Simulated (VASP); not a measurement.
# Al: relaxation of cell and atoms with BLYP

Crystal: Al.

```
Al
1.0
     0.00000    2.02481    2.02481
     2.02481    0.00000    2.02481
     2.02481    2.02481    0.00000
Al
1
Direct
  0.00000 0.00000 0.00000
```

| Quantity | Value |
| --- | --- |
| Program | VASP 6.6.1 |
| Task | relaxation of cell and atoms |
| Functional | BLYP |
| Potentials or basis | VASP PAW PBE potentials, release 64 (Al) |
| Cutoff | 600 eV |
| k mesh | 11 × 11 × 11 |
| Occupations | fermi-dirac, width 0.05 eV |
| Spin | no spin polarisation |
| Dipole correction | no |
| Further INCAR settings | ALGO = Normal; EDIFF = 1e-06; IBRION = 2; EDIFFG = -0.005; NSW = 80; ISIF = 3 |

- Relaxed volume: 17.40 Å³/atom
- Relaxed cell: a = 2.908 Å, b = 2.908 Å, c = 2.908 Å, α = 60.00°, β = 60.00°, γ = 60.00°
- Space group after relaxing (to 0.05 Å): Fm-3m (No. 225)
- Energy gained by relaxing: 7.5 meV/atom
- Ionic steps: 2
- Pressure after relaxing: 0.0 GPa

The path:
| step | energy change (eV) | largest force (eV/Å) | pressure (GPa) | volume (Å³) |
| --- | --- | --- | --- | --- |
| 1 | 0.0000 | 0.0000 | 3.14 | 16.60 |
| 2 | -0.0075 | 0.0000 | 0.05 | 17.40 |

Final structure:
```
CELL_PARAMETERS angstrom
0.00000 2.05662 2.05662
2.05662 0.00000 2.05662
2.05662 2.05662 0.00000
ATOMIC_POSITIONS crystal
Al 0.00000 0.00000 0.00000
```

Levels at points of the mesh, in eV from the Fermi level:
| k point | band 1 | band 2 | band 3 | band 4 |
| --- | --- | --- | --- | --- |
| (0.00, 0.00, 0.00) | -10.78 | 12.27 | 12.27 | 12.27 |

Wall time 13 s on 1 thread of Intel Xeon 8259CL, with other jobs on the host, peak memory 0.14 GiB.

The cell as given is a measured one (16.60 Å³/atom); BLYP puts the equilibrium volume +4.8 % from it, thermal expansion not counted.

Caveat: the PAW data sets were made with another functional, which shifts forces and pressure a little.
